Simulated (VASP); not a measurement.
# CuAu (P4/mmm) in VASP: notebook, part 2 of 3

VASP 6.6.1.

## (3) Electric field gradients, PBEsol (volume scaled by 0.94)

INCAR reads:

```
PREC = Accurate
ENCUT = 520
EDIFF = 1E-8
ISMEAR = -1
SIGMA = 0.05
LREAL = F
LASPH = T
NELM = 60
ALGO = Normal
ISIF = 2
LWAVE = F
LCHARG = F
GGA = PS
LEFG = T
NBANDS = 18
```

KPOINTS reads:

```
Automatic mesh
0
Gamma
  13 13 10
```

POSCAR reads:

```
CuAu
1.0
    2.7428411044      0.0000000000      0.0000000000
    0.0000000000      2.7428411044      0.0000000000
    0.0000000000      0.0000000000      3.5950810190
Cu Au
1 1
Direct
    0.5000000000      0.5000000000      0.5000000000
    0.0000000000      0.0000000000      0.0000000000
```

Potentials or basis: VASP PAW PBE potentials, release 64 (Cu, Au).

On the command line:

```bash
cat potpaw_PBE.64/Cu/POTCAR potpaw_PBE.64/Au/POTCAR > POTCAR
mpirun -np 1 vasp_std > vasp.out
```

OUTCAR:

```text
PREC = Accurate
   ENCUT = 520
   EDIFF = 1E-8
   ISMEAR = -1
   LREAL = F
   LASPH = T
   NELM = 60
   ISIF = 2
   GGA = PS

 ion  position               nearest neighbor table
   1  0.500  0.500  0.500-   2 2.64   2 2.64   2 2.64   2 2.64   2 2.64   2 2.64   2 2.64   2 2.64

   2  0.000  0.000  0.000-   1 2.64   1 2.64   1 2.64   1 2.64   1 2.64   1 2.64   1 2.64   1 2.64

  LATTYP: Found a simple tetragonal cell.
 ALAT       =     2.7428411044
 C/A-ratio  =     1.3107142857

  Lattice vectors:

 A1 = (   2.7428411044,   0.0000000000,   0.0000000000)
 A2 = (   0.0000000000,   2.7428411044,   0.0000000000)
 A3 = (   0.0000000000,   0.0000000000,   3.5950810190)

Analysis of symmetry for initial positions (statically):
=====================================================================
 Subroutine PRICEL returns:
 Original cell was already a primitive cell.

 Routine SETGRP: Setting up the symmetry group for a
 simple tetragonal supercell.

 Subroutine GETGRP returns: Found 16 space group operations
 (whereof 16 operations were pure point group operations)
 out of a pool of 16 trial point group operations.

The static configuration has the point symmetry D_4h.

Analysis of symmetry for dynamics (positions and initial velocities):
=====================================================================
 Subroutine PRICEL returns:
 Original cell was already a primitive cell.

 Routine SETGRP: Setting up the symmetry group for a
 simple tetragonal supercell.

 Subroutine GETGRP returns: Found 16 space group operations
 (whereof 16 operations were pure point group operations)
 out of a pool of 16 trial point group operations.

The dynamic configuration has the point symmetry D_4h.

 Subroutine INISYM returns: Found 16 space group operations
 (whereof 16 operations are pure point group operations),
 and found     1 'primitive' translations

----------------------------------------------------------------------------------------

                                     Primitive cell

  volume of cell :      27.0464

  direct lattice vectors                    reciprocal lattice vectors
     2.742841104  0.000000000  0.000000000     0.364585465  0.000000000  0.000000000
     0.000000000  2.742841104  0.000000000     0.000000000  0.364585465  0.000000000
     0.000000000  0.000000000  3.595081019     0.000000000  0.000000000  0.278157848

  length of vectors
     2.742841104  2.742841104  3.595081019     0.364585465  0.364585465  0.278157848

  position of ions in fractional coordinates (direct lattice)
     0.500000000  0.500000000  0.500000000
     0.000000000  0.000000000  0.000000000

  ion indices of the primitive-cell ions
   primitive index   ion index
                 1           1
                 2           2

----------------------------------------------------------------------------------------

[... 68 lines left out ...]
   NELM   =     60;   NELMIN=  2; NELMDL= -5     # of ELM steps
   EDIFF  = 0.1E-07   stopping-criterion for ELM
   LREAL  =      F    real-space projection
   EDIFFG = 0.1E-06   stopping-criterion for IOM
   NSW    =      0    number of steps for IOM
   IBRION =     -1    ionic relax: 0-MD 1-quasi-New 2-CG
   NFREE  =      0    steps in history (QN), initial steepest desc. (CG)
   ISIF   =      2    stress and relaxation
   ISYM   =      2    0-nonsym 1-usesym 2-fastsym
   POTIM  = 0.5000    time-step for ionic-motion
   TEBEG  =    0.0;   TEEND  =   0.0 temperature during run
   PSTRESS=    0.0 pullay stress
   NELECT =      22.0000    total number of electrons
   NUPDOWN=      -1.0000    fix difference up-down
   EMIN   =  10.00;   EMAX   =-10.00  energy-range for DOS
   EFERMI =   0.00;   METHOD = LEGACY
   ISMEAR =    -1;   SIGMA  =   0.05  broadening in eV -4-tet -1-fermi 0-gaus
   EFERMI_NEDOS =   21; number of points for ismear=-14 and -15
   IALGO  =     38    algorithm
   IMIX   =      4    mixing-type and parameters
     AMIX     =   0.40;   BMIX     =  1.00
     AMIX_MAG =   1.60;   BMIX_MAG =  1.00
  volume/ion in A,a.u.               =      13.52        91.26
  Fermi-wavevector in a.u.,A,eV,Ry     =   1.528196  2.887872 31.774816  2.335383
  Thomas-Fermi vector in A             =   2.635988
   LORBIT       =      0    0 simple, 1 ext, 2 COOP (PROOUT), +10 PAW based schemes
   GGA     = PS    functional components
   LHFCALC =     F    Hartree Fock is set to
   AEXX    =    0.0000 exact exchange contribution
   IVDW    =     0    specifies the selected vdW correction
   LEPSILON=     F    determine dielectric tensor
   LRPA    =     F    only Hartree local field effects (RPA)
 non-spin polarized calculation
  energy-cutoff  :      520.00
  volume of cell :       27.05
 maximum number of plane-waves:       742
   NGX = 11   NGY = 11   NGZ = 13

 number of electron      21.9999973 magnetization

 Free energy of the ion-electron system (eV)
  ---------------------------------------------------
  ext. energy  EPLUGINS =         0.00000000
  ---------------------------------------------------
  free energy    TOTEN  =        -8.31652898 eV

  energy without entropy =       -8.31189984  energy(sigma->0) =       -8.31421441

 E-fermi :   9.6863     XC(G=0): -13.2717

 val. band max:        9.6826585078   @ k =   0.4615   0.0769   0.4000
 cond. band min:       9.7047411990   @ k =   0.4615   0.4615   0.0000
 fundamental gap:      0.0220826912
 Fermi energy:         9.6862729346

 k-point     1 :       0.0000    0.0000    0.0000
  band No.  band energies     occupation
      1      -0.8635      2.00000
      2       2.4454      2.00000
      3       2.6186      2.00000
      4       5.3174      2.00000
      5       5.3174      2.00000
      6       6.5270      2.00000
[... 481 lines left out ...]
      5       5.4847      2.00000
      6       6.6851      2.00000
[... 10 lines left out ...]
     17      23.3053      0.00000
     18      23.4882      0.00000

 [... further k-points ...]
[... 5 lines left out ...]
  --------------------------------------------------------------------------------------
  -------------------------------------------------------------------------------------
  Total        1.6769340      1.6769340      1.6268622      0.0000000      0.0000000      0.0000000
  in kB       99.3382634     99.3382634     96.3721105      0.0000000      0.0000000      0.0000000
  external PRESSURE =      98.3495458 kB  Pullay stress =       0.0000000 kB

 VOLUME and BASIS-vectors are now :
 -----------------------------------------------------------------------------
  energy-cutoff  :      520.00
  volume of cell :       27.05
      direct lattice vectors                 reciprocal lattice vectors
     2.742841104  0.000000000  0.000000000     0.364585465  0.000000000  0.000000000
     0.000000000  2.742841104  0.000000000     0.000000000  0.364585465  0.000000000
     0.000000000  0.000000000  3.595081019     0.000000000  0.000000000  0.278157848

 POSITION                                       TOTAL-FORCE (eV/Angst)
 -----------------------------------------------------------------------------------
      1.37142      1.37142      1.79754         0.000000      0.000000      0.000000
      0.00000      0.00000      0.00000         0.000000      0.000000      0.000000
 -----------------------------------------------------------------------------------
    total drift:                               -0.000000      0.000000      0.000000

  FREE ENERGIE OF THE ION-ELECTRON SYSTEM (eV)
  ---------------------------------------------------
  free  energy   TOTEN  =        -8.3165289787 eV

  energy  without entropy=       -8.3118998439  energy(sigma->0) =       -8.31421441

 Electric field gradients (V/A^2)
---------------------------------------------------------------------
 ion       V_xx      V_yy      V_zz      V_xy      V_xz      V_yz
---------------------------------------------------------------------
   1       7.533     7.533   -15.065    -0.000     0.000     0.000
   2     -48.220   -48.220    96.439    -0.000     0.000    -0.000
---------------------------------------------------------------------

 Electric field gradients after diagonalization (V/A^2)
 (convention: |V_zz| > |V_xx| > |V_yy|)
----------------------------------------------------------------------
 ion       V_xx      V_yy      V_zz     asymmetry (V_yy - V_xx)/ V_zz
----------------------------------------------------------------------
   1       7.533     7.533   -15.065       0.000
   2     -48.220   -48.220    96.439       0.000
----------------------------------------------------------------------

           NMR quadrupolar parameters

 Cq : quadrupolar parameter    Cq=e*Q*V_zz/h
 eta: asymmetry parameters     (V_yy - V_xx)/ V_zz
 Q  : nuclear electric quadrupole moment in mb (millibarn)
----------------------------------------------------------------------
 ion       Cq(MHz)       eta       Q (mb)
----------------------------------------------------------------------
   1      -0.036       0.000       1.000
   2       0.233       0.000       1.000
----------------------------------------------------------------------
```

OSZICAR:

```text
N       E                     dE             d eps       ncg     rms          rms(c)
DAV:   1     0.124887501604E+03    0.12489E+03   -0.11100E+04  6696   0.176E+03
DAV:   2    -0.441274875577E+01   -0.12930E+03   -0.12141E+03  6110   0.297E+02
DAV:   3    -0.947586717438E+01   -0.50631E+01   -0.49645E+01  7104   0.689E+01
DAV:   4    -0.954555398409E+01   -0.69687E-01   -0.69630E-01  7514   0.667E+00
DAV:   5    -0.954725556214E+01   -0.17016E-02   -0.17015E-02  7780   0.107E+00    0.142E+01
DAV:   6    -0.882496631211E+01    0.72229E+00   -0.79757E+00  6550   0.784E+01    0.600E+00
DAV:   7    -0.841944721987E+01    0.40552E+00   -0.33177E+00  7494   0.828E+01    0.688E+00
DAV:   8    -0.832462643827E+01    0.94821E-01   -0.33648E-01  7914   0.146E+01    0.296E+00
DAV:   9    -0.831729861821E+01    0.73278E-02   -0.13994E-02  9122   0.148E+00    0.249E-01
DAV:  10    -0.831655996681E+01    0.73865E-03   -0.46262E-03  6620   0.196E+00    0.607E-02
DAV:  11    -0.831653034037E+01    0.29626E-04   -0.29361E-04  9290   0.433E-01    0.179E-02
DAV:  12    -0.831652905772E+01    0.12826E-05   -0.46414E-06  9324   0.404E-02    0.313E-03
DAV:  13    -0.831652893675E+01    0.12097E-06   -0.26987E-07  8326   0.587E-03    0.214E-03
DAV:  14    -0.831652898690E+01   -0.50145E-07   -0.86854E-08  7220   0.951E-03    0.324E-04
DAV:  15    -0.831652897872E+01    0.81754E-08   -0.54126E-09  3542   0.226E-03
   1 F= -.83165290E+01 E0= -.83142144E+01  d E =-.462913E-02
```

stdout:

```text
POSCAR found type information on POSCAR CuAu
 POSCAR found :  2 types and       2 ions
 scaLAPACK will be used
 -----------------------------------------------------------------------------
|                                                                             |
|                                                                             |
|     You enforced a specific xc type in the INCAR file but a different       |
|     I HOPE YOU KNOW WHAT YOU ARE DOING!                                     |
|                                                                             |
 -----------------------------------------------------------------------------

 LDA part: xc-table for (Slater+PW92), standard interpolation
 POSCAR, INCAR and KPOINTS ok, starting setup
 FFT: planning ... GRIDC
 FFT: planning ... GRID_SOFT
 FFT: planning ... GRID
 WAVECAR not read
 entering main loop
ion   1

ion   2
```

Wall time 53 s (1 thread of Intel Xeon 6975P-C, shared host); peak memory 0.2 GiB.

What came out:

```yaml
Free_energy: -8.3165 eV
Pressure: 9.8 GPa
Band_gap_on_the_k_mesh: zero (band 11 reaches 14.35 eV, above the bottom of band 12 at 7.57 eV)
```

Electric field gradients, principal values (V/Å²):
| atom | least | middle | greatest (by size) |
| --- | --- | --- | --- |
| 1 Cu | 7.533 | 7.533 | -15.065 |
| 2 Au | -48.220 | -48.220 | 96.439 |

Caveat: without QUAD_EFG the Cq values of the log hold for a quadrupole moment of 1 mb, not for the nuclei; the PAW data sets were made with another functional, which shifts forces and pressure a little; spin-orbit coupling is left out, which moves the levels of the heavy elements.

(Part 2 of 3 ends here.)
